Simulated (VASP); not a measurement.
# SnSe (Pnma) in VASP: single point with r2SCAN+D3(BJ)

Aim: the single point of SnSe with r2SCAN+D3(BJ).

All numbers are computed with VASP 6.6.1; they aren't measurements. Logs are shortened: lines on timing, memory, paths and dates and some standing lists are left out, and cuts for length are marked.

## 1. The cell of the first run

Symmetry: Pnma, No. 62, orthorhombic system. Conventional cell: a = 11.004 Å, b = 4.009 Å, c = 4.150 Å, α = 90.00°, β = 90.00°, γ = 90.00°. Sn (site symmetry m) has 6 Se at 2.69 to 3.33 Å and 2 Sn at 3.25 Å within 3.5 Å. Se (site symmetry m) has 6 Sn at 2.69 to 3.33 Å within 3.5 Å.

## 2. Single point, r2SCAN+D3(BJ) (22.89 Å³/atom)

The input, POSCAR:

```
SnSe
1.0
   11.0040732508      0.0000000000      0.0000000000
    0.0000000000      4.0087959013      0.0000000000
    0.0000000000      0.0000000000      4.1503371282
Sn Se
4 4
Direct
    0.1142880904      0.2500000000      0.0590253234
    0.3857119096      0.7500000000      0.5590253234
    0.6142880904      0.2500000000      0.4409746766
    0.8857119096      0.7500000000      0.9409746766
    0.3577727616      0.2500000000      0.0137943618
    0.1422272384      0.7500000000      0.5137943618
    0.8577727616      0.2500000000      0.4862056382
    0.6422272384      0.7500000000      0.9862056382
```

The input, INCAR.step1:

```
SYSTEM = SnSe
  PREC = Accurate
  ENCUT = 520
  ISMEAR = 0
  SIGMA = 0.05
  LREAL = .False.
  LASPH = .True.
  NELM = 80
  NBANDS = 50
  GGA = PE
  ALGO = Normal
  EDIFF = 1E-4
  LWAVE = .True.
  LCHARG = .False.
```

The input, INCAR.step2:

```
SYSTEM = SnSe
  PREC = Accurate
  ENCUT = 520
  EDIFF = 1E-6
  ISMEAR = 0
  SIGMA = 0.05
  LREAL = .False.
  LASPH = .True.
  NELM = 80
  ALGO = Normal
  ISIF = 2
  LWAVE = .False.
  LCHARG = .True.
  METAGGA = R2SCAN
  LMIXTAU = .True.
  IVDW = 12
  VDW_S6 = 1.0
  VDW_S8 = 0.78981345
  VDW_A1 = 0.49484001
  VDW_A2 = 5.73083694
  LELF = .True.
  LVHAR = .True.
  NBANDS = 50
  ISTART = 1
```

The input, KPOINTS:

```
Automatic mesh
0
Gamma
  4 8 8
  0 0 0
```

Potentials or basis: VASP PAW PBE potentials, release 64 (Sn_d, Se).

Command:

```bash
> cat potpaw_PBE.64/Sn_d/POTCAR potpaw_PBE.64/Se/POTCAR > POTCAR
> cp INCAR.step1 INCAR
> mpirun -np 1 vasp_std > vasp.out
> cp INCAR.step2 INCAR
> mpirun -np 1 vasp_std > vasp.out
```

OUTCAR:

```text
SYSTEM = SnSe
   PREC = Accurate
   ENCUT = 520
   EDIFF = 1E-6
   ISMEAR = 0
   LREAL = .False.
   LASPH = .True.
   NELM = 80
   ISIF = 2
   METAGGA = R2SCAN
   IVDW = 12
   ISTART = 1
 IVDW          = 12

 ion  position               nearest neighbor table
   1  0.114  0.250  0.059-   5 2.69   6 2.77   6 2.77   6 3.04   6 3.04   4 3.25   4 3.25
   2  0.386  0.750  0.559-   6 2.69   5 2.77   5 2.77   5 3.04   5 3.04   3 3.25   3 3.25
   3  0.614  0.250  0.441-   7 2.69   8 2.77   8 2.77   8 3.04   8 3.04   2 3.25   2 3.25
   4  0.886  0.750  0.941-   8 2.69   7 2.77   7 2.77   7 3.04   7 3.04   1 3.25   1 3.25
   5  0.358  0.250  0.014-   1 2.69   2 2.77   2 2.77   2 3.04   2 3.04
   6  0.142  0.750  0.514-   2 2.69   1 2.77   1 2.77   1 3.04   1 3.04
   7  0.858  0.250  0.486-   3 2.69   4 2.77   4 2.77   4 3.04   4 3.04
   8  0.642  0.750  0.986-   4 2.69   3 2.77   3 2.77   3 3.04   3 3.04

  LATTYP: Found a simple orthorhombic cell.
 ALAT       =     4.0087959013
 B/A-ratio  =     1.0353076660
 C/A-ratio  =     2.7449821647

  Lattice vectors:

 A1 = (   0.0000000000,   4.0087959013,   0.0000000000)
 A2 = (   0.0000000000,   0.0000000000,   4.1503371282)
 A3 = (  11.0040732508,   0.0000000000,   0.0000000000)

Analysis of symmetry for initial positions (statically):
=====================================================================
 Subroutine PRICEL returns:
 Original cell was already a primitive cell.

 Routine SETGRP: Setting up the symmetry group for a
 simple orthorhombic supercell.

 Subroutine GETGRP returns: Found  8 space group operations
 (whereof  2 operations were pure point group operations)
 out of a pool of  8 trial point group operations.

The static configuration has the point symmetry S_2 .
 The point group associated with its full space group is D_2h.

Analysis of symmetry for dynamics (positions and initial velocities):
=====================================================================
 Subroutine PRICEL returns:
 Original cell was already a primitive cell.

 Routine SETGRP: Setting up the symmetry group for a
 simple orthorhombic supercell.

 Subroutine GETGRP returns: Found  8 space group operations
 (whereof  2 operations were pure point group operations)
 out of a pool of  8 trial point group operations.

The dynamic configuration has the point symmetry S_2 .
 The point group associated with its full space group is D_2h.

 Subroutine INISYM returns: Found  8 space group operations
 (whereof  2 operations are pure point group operations),
 and found     1 'primitive' translations

----------------------------------------------------------------------------------------

                                     Primitive cell

  volume of cell :     183.0842

  direct lattice vectors                    reciprocal lattice vectors
    11.004073251  0.000000000  0.000000000     0.090875440  0.000000000  0.000000000
     0.000000000  4.008795901  0.000000000     0.000000000  0.249451462  0.000000000
     0.000000000  0.000000000  4.150337128     0.000000000  0.000000000  0.240944282

  length of vectors
    11.004073251  4.008795901  4.150337128     0.090875440  0.249451462  0.240944282

  position of ions in fractional coordinates (direct lattice)
     0.114288090  0.250000000  0.059025323
     0.385711910  0.750000000  0.559025323
     0.614288090  0.250000000  0.440974677
     0.885711910  0.750000000  0.940974677
     0.357772762  0.250000000  0.013794362
     0.142227238  0.750000000  0.513794362
     0.857772762  0.250000000  0.486205638
     0.642227238  0.750000000  0.986205638

  ion indices of the primitive-cell ions
   primitive index   ion index
                 1           1
                 2           2
                 3           3
                 4           4
                 5           5
                 6           6
                 7           7
                 8           8

----------------------------------------------------------------------------------------

 KPOINTS: Automatic mesh

Automatic generation of k-mesh.
 Grid dimensions read from file:
 generate k-points for:    4    8    8

 Generating k-lattice:

  Cartesian coordinates                     Fractional coordinates (reciprocal lattice)
     0.022718860  0.000000000  0.000000000     0.250000000  0.000000000  0.000000000
     0.000000000  0.031181433  0.000000000     0.000000000  0.125000000  0.000000000
     0.000000000  0.000000000  0.030118035     0.000000000  0.000000000  0.125000000

  Length of vectors
     0.022718860  0.031181433  0.030118035

  Shift w.r.t. Gamma in fractional coordinates (k-lattice)
     0.000000000  0.000000000  0.000000000

 Subroutine IBZKPT returns following result:
 ===========================================

 Found     75 irreducible k-points:

 Following reciprocal coordinates:
            Coordinates               Weight
  0.000000  0.000000  0.000000      1.000000
  0.250000  0.000000  0.000000      2.000000
  0.500000  0.000000  0.000000      1.000000
  0.000000  0.125000  0.000000      2.000000
  0.250000  0.125000  0.000000      4.000000
  0.500000  0.125000  0.000000      2.000000
[... 16 lines left out ...]
  0.250000  0.250000  0.125000      8.000000
  0.500000  0.250000  0.125000      4.000000
 [... further k-points ...]
   k-points           NKPTS =     75   k-points in BZ     NKDIM =     75   number of bands    NBANDS=     50
   number of dos      NEDOS =    301   number of ions     NIONS =      8
   total plane-waves  NPLWV =  80640
   dimension x,y,z NGX =    84 NGY =   30 NGZ =   32
   dimension x,y,z NGXF=   168 NGYF=   60 NGZF=   64
   ions per type =               4   4
   NGX,Y,Z   is equivalent  to a cutoff of  12.69, 12.44, 12.82 a.u.
   NGXF,Y,Z  is equivalent  to a cutoff of  25.38, 24.88, 25.64 a.u.
 SYSTEM =  SnSe
   PREC   = accura    normal or accurate (medium, high low for compatibility)
   ISTART =      1    job   : 0-new  1-cont  2-samecut
   ICHARG =      0    charge: 1-file 2-atom 10-const
   ISPIN  =      1    spin polarized calculation?
   LNONCOLLINEAR =      F non collinear calculations
   LSORBIT =      F    spin-orbit coupling
   LASPH  =      T    aspherical Exc in radial PAW
   ENCUT  =  520.0 eV  38.22 Ry    6.18 a.u.  20.46  7.45  7.72*2*pi/ulx,y,z
   NELM   =     80;   NELMIN=  2; NELMDL=  0     # of ELM steps
   EDIFF  = 0.1E-05   stopping-criterion for ELM
   LREAL  =      F    real-space projection
   EDIFFG = 0.1E-04   stopping-criterion for IOM
   NSW    =      0    number of steps for IOM
   IBRION =     -1    ionic relax: 0-MD 1-quasi-New 2-CG
   NFREE  =      0    steps in history (QN), initial steepest desc. (CG)
   ISIF   =      2    stress and relaxation
   ISYM   =      2    0-nonsym 1-usesym 2-fastsym
   POTIM  = 0.5000    time-step for ionic-motion
   TEBEG  =    0.0;   TEEND  =   0.0 temperature during run
   PSTRESS=    0.0 pullay stress
   NELECT =      80.0000    total number of electrons
   NUPDOWN=      -1.0000    fix difference up-down
   EMIN   =  10.00;   EMAX   =-10.00  energy-range for DOS
   EFERMI =   0.00;   METHOD = LEGACY
   ISMEAR =     0;   SIGMA  =   0.05  broadening in eV -4-tet -1-fermi 0-gaus
   EFERMI_NEDOS =   21; number of points for ismear=-14 and -15
   IALGO  =     38    algorithm
   IMIX   =      4    mixing-type and parameters
     AMIX     =   0.40;   BMIX     =  1.00
     AMIX_MAG =   1.60;   BMIX_MAG =  1.00
  volume/ion in A,a.u.               =      22.89       154.44
  Fermi-wavevector in a.u.,A,eV,Ry     =   1.242285  2.347578 20.997489  1.543272
  Thomas-Fermi vector in A             =   2.376646
   LORBIT       =      0    0 simple, 1 ext, 2 COOP (PROOUT), +10 PAW based schemes
   METAGGA = R2SCAN    functional components
   LHFCALC =     F    Hartree Fock is set to
   AEXX    =    0.0000 exact exchange contribution
   IVDW    =    12    specifies the selected vdW correction
   LEPSILON=     F    determine dielectric tensor
   LRPA    =     F    only Hartree local field effects (RPA)
 non-spin polarized calculation
 Gauss-broadening in eV      SIGMA  =   0.05
  energy-cutoff  :      520.00
  volume of cell :      183.08
 maximum number of plane-waves:      4976
 NGX is ok and might be reduce to    84
   NGX = 41   NGY = 15   NGZ = 15

 number of electron      80.0000012 magnetization

 Free energy of the ion-electron system (eV)
  ---------------------------------------------------
  ext. energy  EPLUGINS =         0.00000000
  ---------------------------------------------------
  free energy    TOTEN  =      -158.81630190 eV

  energy without entropy =     -158.81593689  energy(sigma->0) =     -158.81611940

 E-fermi :   7.4984     XC(G=0): -11.0974

 val. band max:        7.4590141493   @ k =   0.0000   0.0000   0.0000
 cond. band min:       7.5000220955   @ k =   0.0000   0.0000   0.3750
 fundamental gap:      0.0410079463
 Fermi energy:         7.4984496844

 k-point     1 :       0.0000    0.0000    0.0000
  band No.  band energies     occupation
      1     -15.0520      2.00000
      2     -15.0298      2.00000
      3     -15.0248      2.00000
      4     -15.0215      2.00000
      5     -15.0169      2.00000
      6     -15.0111      2.00000
[... 42 lines left out ...]
     49      12.3193      0.00000
     50      12.9853      0.00000

 k-point     2 :       0.2500    0.0000    0.0000
  band No.  band energies     occupation
      1     -15.0489      2.00000
      2     -15.0321      2.00000
      3     -15.0234      2.00000
      4     -15.0230      2.00000
      5     -15.0185      2.00000
      6     -15.0134      2.00000
[... 42 lines left out ...]
     49      12.4030      0.00000
     50      12.5751      0.00000

 k-point     3 :       0.5000    0.0000    0.0000
  band No.  band energies     occupation
      1     -15.0409      2.00000
      2     -15.0409      2.00000
      3     -15.0218      2.00000
      4     -15.0218      2.00000
      5     -15.0184      2.00000
      6     -15.0184      2.00000
[... 1102 lines left out ...]
     49      12.1608      0.00000
     50      12.4342      0.00000

 k-point    24 :       0.5000    0.2500    0.1250
  band No.  band energies     occupation
      1     -15.0313      2.00000
      2     -15.0313      2.00000
      3     -15.0227      2.00000
      4     -15.0227      2.00000
      5     -15.0148      2.00000
      6     -15.0148      2.00000
[... 42 lines left out ...]
     49      11.8293      0.00000
     50      11.8293      0.00000

 [... further k-points ...]

------------------------ aborting loop because EDIFF is reached ----------------------------------------

 Edisp (eV)   -1.58403

 E8    (eV) :    -0.5584

  FORCE on cell =-STRESS in cart. coord.  units (eV):
  Direction    XX          YY          ZZ          XY          YZ          ZX
  --------------------------------------------------------------------------------------
  -------------------------------------------------------------------------------------
  Total       9.72929     9.70816     9.69462     0.00000     0.00000     0.00000
  in kB      85.14145    84.95652    84.83803     0.00000     0.00000     0.00000
  external pressure =       84.98 kB  Pullay stress =        0.00 kB

 VOLUME and BASIS-vectors are now :
 -----------------------------------------------------------------------------
  energy-cutoff  :      520.00
  volume of cell :      183.08
      direct lattice vectors                 reciprocal lattice vectors
    11.004073251  0.000000000  0.000000000     0.090875440  0.000000000  0.000000000
     0.000000000  4.008795901  0.000000000     0.000000000  0.249451462  0.000000000
     0.000000000  0.000000000  4.150337128     0.000000000  0.000000000  0.240944282

 POSITION                                       TOTAL-FORCE (eV/Angst)
 -----------------------------------------------------------------------------------
      1.25763      1.00220      0.24497        -0.013041     -0.000000     -0.008063
      4.24440      3.00660      2.32014         0.013041     -0.000000     -0.008063
      6.75967      1.00220      1.83019        -0.013041      0.000000      0.008063
      9.74644      3.00660      3.90536         0.013041      0.000000      0.008063
      3.93696      1.00220      0.05725         0.006321      0.000000      0.007736
      1.56508      3.00660      2.13242        -0.006321      0.000000      0.007736
      9.43899      1.00220      2.01792         0.006321      0.000000     -0.007736
      7.06712      3.00660      4.09309        -0.006321      0.000000     -0.007736
 -----------------------------------------------------------------------------------
    total drift:                               -0.000000     -0.000000      0.000000

  FREE ENERGIE OF THE ION-ELECTRON SYSTEM (eV)
  ---------------------------------------------------
  free  energy   TOTEN  =      -160.4003342083 eV

  energy  without entropy=     -160.3999692038  energy(sigma->0) =     -160.40015171
```

Wall time 40 min (1 thread of Oxide Virtual Turin-like, shared host); peak memory 0.61 GiB.

Results:

- Free energy: -160.4003 eV
- Pressure: 8.5 GPa
- Largest force: 0.015 eV/Å
- Band gap on the k mesh: zero (bands 40 and 41 overlap by 0.04 eV)
- Dispersion energy per atom: -0.198 eV

Forces in eV/Å, atoms in the order of the input:
```
Sn  -0.013  0.000 -0.008
Sn   0.013  0.000 -0.008
Sn  -0.013  0.000  0.008
Sn   0.013  0.000  0.008
Se   0.006  0.000  0.008
Se  -0.006  0.000  0.008
Se   0.006  0.000 -0.008
Se  -0.006  0.000 -0.008
```

Caveat: the cell stands under pressure; semilocal functionals underestimate gaps, and a narrow one can read as zero; the PAW data sets were made with another functional, which shifts forces and pressure a little; spin-orbit coupling is left out, which moves the levels of the heavy elements.

The gap in the log of VASP goes by the Fermi energy; the results here count the filled bands.